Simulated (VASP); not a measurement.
# Rb (P6_3/mmc) in VASP: further runs, part 2 of 2

VASP 6.6.1.

## 3. Single point, r2SCAN0

Contents of POSCAR:

```
Rb
1.0
    5.1068702501      0.0000000000      0.0000000000
   -2.5534351251      4.4226793704      0.0000000000
    0.0000000000      0.0000000000      8.4478947475
Rb
2
Direct
    0.3333333333      0.6666666667      0.2500000000
    0.6666666667      0.3333333333      0.7500000000
```

Contents of INCAR.step1:

```
ALGO = Normal
EDIFF = 1E-5
ENCUT = 520
GGA = PE
ISIF = 2
ISMEAR = -1
LASPH = T
LCHARG = F
LREAL = F
LWAVE = T
NBANDS = 16
NELM = 80
PREC = Accurate
SIGMA = 0.1
```

Contents of INCAR.step2:

```
AEXX = 0.25
ALGO = Normal
EDIFF = 1E-6
ENCUT = 520
ISIF = 2
ISMEAR = -1
ISTART = 1
LASPH = T
LCHARG = F
LHFCALC = T
LMIXTAU = T
LREAL = F
LWAVE = F
METAGGA = R2SCAN
NBANDS = 16
NELM = 80
PREC = Accurate
PRECFOCK = Normal
SIGMA = 0.1
```

Contents of KPOINTS:

```
k-points
0
Gamma
  4 4 2
```

Potentials or basis: VASP PAW PBE potentials, release 64 (Rb_sv).

On the command line:

```bash
$ cat potpaw_PBE.64/Rb_sv/POTCAR > POTCAR
$ cp INCAR.step1 INCAR
$ mpirun -np 1 vasp_std > vasp.out
$ cp INCAR.step2 INCAR
$ mpirun -np 1 vasp_std > vasp.out
```

OUTCAR:

```text
AEXX = 0.25
   EDIFF = 1E-6
   ENCUT = 520
   ISIF = 2
   ISMEAR = -1
   ISTART = 1
   LASPH = T
   LHFCALC = T
   LREAL = F
   METAGGA = R2SCAN
   NELM = 80
   PREC = Accurate
   PRECFOCK = Normal

 ion  position               nearest neighbor table
   1  0.333  0.667  0.250-   2 5.15   2 5.15   2 5.15   2 5.15   2 5.15   2 5.15
   2  0.667  0.333  0.750-   1 5.15   1 5.15   1 5.15   1 5.15   1 5.15   1 5.15

  LATTYP: Found a hexagonal cell.
 ALAT       =     5.1068702501
 C/A-ratio  =     1.6542215357

  Lattice vectors:

 A1 = (   5.1068702501,   0.0000000000,   0.0000000000)
 A2 = (  -2.5534351251,   4.4226793704,   0.0000000000)
 A3 = (   0.0000000000,   0.0000000000,   8.4478947475)

Analysis of symmetry for initial positions (statically):
=====================================================================
 Subroutine PRICEL returns:
 Original cell was already a primitive cell.

 Routine SETGRP: Setting up the symmetry group for a
 hexagonal supercell.

 Subroutine GETGRP returns: Found 24 space group operations
 (whereof 12 operations were pure point group operations)
 out of a pool of 24 trial point group operations.

The static configuration has the point symmetry D_3d.
 The point group associated with its full space group is D_6h.

Analysis of symmetry for dynamics (positions and initial velocities):
=====================================================================
 Subroutine PRICEL returns:
 Original cell was already a primitive cell.

 Routine SETGRP: Setting up the symmetry group for a
 hexagonal supercell.

 Subroutine GETGRP returns: Found 24 space group operations
[... 107 lines left out ...]
     AMIX_MAG =   1.60;   BMIX_MAG =  1.00
  volume/ion in A,a.u.               =      95.40       643.81
  Fermi-wavevector in a.u.,A,eV,Ry     =   0.745251  1.408321  7.556669  0.555399
  Thomas-Fermi vector in A             =   1.840794
   LORBIT       =      0    0 simple, 1 ext, 2 COOP (PROOUT), +10 PAW based schemes
   METAGGA = R2SCAN    functional components
   LHFCALC =     T    Hartree Fock is set to
   PRECFOCK=normal    Normal, Fast or Accurate (Low or Medium for compatibility)
   ENCUT4O =  -1.0   cutoff for four orbital integrals eV
   NKREDX  =     1    reduce k-point grid by
   NKREDY  =     1    reduce k-point grid by
   NKREDZ  =     1    reduce k-point grid by
   AEXX    =    0.2500 exact exchange contribution
   HFSCREEN=    0.0000 screening length (either q_TF or 0.3 A-1)
   HFSCREENC=   0.0000 screening length for correlation (either q_TF or 0.3 A-1)
   ENCUTFOCK=  -1.0 apply spherical cutoff to Coloumb kernel
   IVDW    =     0    specifies the selected vdW correction
   LEPSILON=     F    determine dielectric tensor
   LRPA    =     F    only Hartree local field effects (RPA)
 non-spin polarized calculation
  energy-cutoff  :      520.00
  volume of cell :      190.80
 maximum number of plane-waves:      5215
 NGX is ok and might be reduce to    40
  NGX = 30; NGY = 30; NGZ = 48

 number of electron      18.0000000 magnetization

 Free energy of the ion-electron system (eV)
  ---------------------------------------------------
  ext. energy  EPLUGINS =         0.00000000
  ---------------------------------------------------
  free energy    TOTEN  =       -22.02735379 eV

  energy without entropy =      -21.98685700  energy(sigma->0) =      -22.00710540

 E-fermi :   0.2285     XC(G=0):  -4.4436

 val. band max:       -0.1640366745   @ k =   0.5000   0.0000   0.0000
 cond. band min:       0.4105579319   @ k =   0.2500   0.2500   0.5000
 fundamental gap:      0.5745946064
 Fermi energy:         0.2284818804

 k-point     1 :       0.0000    0.0000    0.0000
  band No.  band energies     occupation
      1     -32.6832      2.00000
      2     -32.6800      2.00000
      3     -15.2463      2.00000
      4     -15.1777      2.00000
      5     -15.1777      2.00000
      6     -15.1675      2.00000
[... 129 lines left out ...]
      3     -15.2374      2.00000
      4     -15.2374      2.00000
      5     -15.2055      2.00000
      6     -15.2055      2.00000
[... 8 lines left out ...]
     15       4.4160      0.00000
     16       4.4160      0.00000

------------------------ aborting loop because EDIFF is reached ----------------------------------------

  FORCE on cell =-STRESS in cart. coord.  units (eV):
  Direction    XX          YY          ZZ          XY          YZ          ZX
  --------------------------------------------------------------------------------------
  -------------------------------------------------------------------------------------
  Total        0.2565138      0.2565138     -0.4674145     -0.0000000      0.0000000     -0.0000000
  in kB        2.1539351      2.1539351     -3.9248580     -0.0000000      0.0000000     -0.0000000
  external PRESSURE =       0.1276707 kB  Pullay stress =       0.0000000 kB

 VOLUME and BASIS-vectors are now :
 -----------------------------------------------------------------------------
  energy-cutoff  :      520.00
  volume of cell :      190.80
      direct lattice vectors                 reciprocal lattice vectors
     5.106870250  0.000000000  0.000000000     0.195814648  0.113053640  0.000000000
    -2.553435125  4.422679370  0.000000000     0.000000000  0.226107279  0.000000000
     0.000000000  0.000000000  8.447894747     0.000000000  0.000000000  0.118372687

 POSITION                                       TOTAL-FORCE (eV/Angst)
 -----------------------------------------------------------------------------------
     -0.00000      2.94845      2.11197         0.000000     -0.000000     -0.000000
      2.55344      1.47423      6.33592        -0.000000      0.000000      0.000000
 -----------------------------------------------------------------------------------
    total drift:                                0.000000      0.000000     -0.000000

  FREE ENERGIE OF THE ION-ELECTRON SYSTEM (eV)
  ---------------------------------------------------
  free  energy   TOTEN  =       -22.0273537910 eV

  energy  without entropy=      -21.9868570020  energy(sigma->0) =      -22.00710540
```

It took 12 min on 1 thread of Intel Xeon Platinum 8488C (Sapphire Rapids), shared host; peak memory 0.37 GiB.

Results:

```yaml
Free_energy: -22.0274 eV
Pressure: 0.0 GPa
Band_gap_on_the_k_mesh: zero (bands 9 and 10 overlap by 2.78 eV)
```

Caveat: the k points lie up to 0.37 Å⁻¹ apart, too coarse for converged energies and pressures of a metal; the PAW data sets were made with another functional, which shifts forces and pressure a little.

The gap in the log of VASP goes by the Fermi energy; the results here count the filled bands.